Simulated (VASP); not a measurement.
A run of VASP 6.6.1:

Contents of INCAR:

```
SYSTEM = BAs
PREC = Accurate ; ENCUT = 520
EDIFF = 1E-6 ; ISMEAR = 0
SIGMA = 0.05 ; LREAL = .FALSE.
LASPH = .TRUE. ; NELM = 100
ALGO = Normal ; ISIF = 2
LWAVE = .FALSE. ; LCHARG = .FALSE.
GGA = PS ; NBANDS = 11
```

File KPOINTS:

```
regular mesh
0
G
  12 12 12
  0 0 0
```

POSCAR

```
BAs
1.0
    0.0000000000      2.3679416815      2.3679416815
    2.3679416815      0.0000000000      2.3679416815
    2.3679416815      2.3679416815      0.0000000000
B As
1 1
Direct
    0.0000000000      0.0000000000      0.0000000000
    0.7500000000      0.7500000000      0.7500000000
```

Potentials or basis: VASP PAW PBE potentials, release 64 (B, As).

Launch:

```console
$ cat potpaw_PBE.64/B/POTCAR potpaw_PBE.64/As/POTCAR > POTCAR
$ mpirun -np 1 vasp_std > vasp.out
```

Hardware: 1 thread of Intel(R) Xeon(R) 6975P-C (Granite Rapids), with other jobs on the host.

**Question.** Estimate the wall time of this run.

**Answer.** Wall time 9.1 s on 1 thread of Intel(R) Xeon(R) 6975P-C (Granite Rapids), with other jobs on the host, peak memory 0.16 GiB. Counts: scf iterations 12, k points 72.
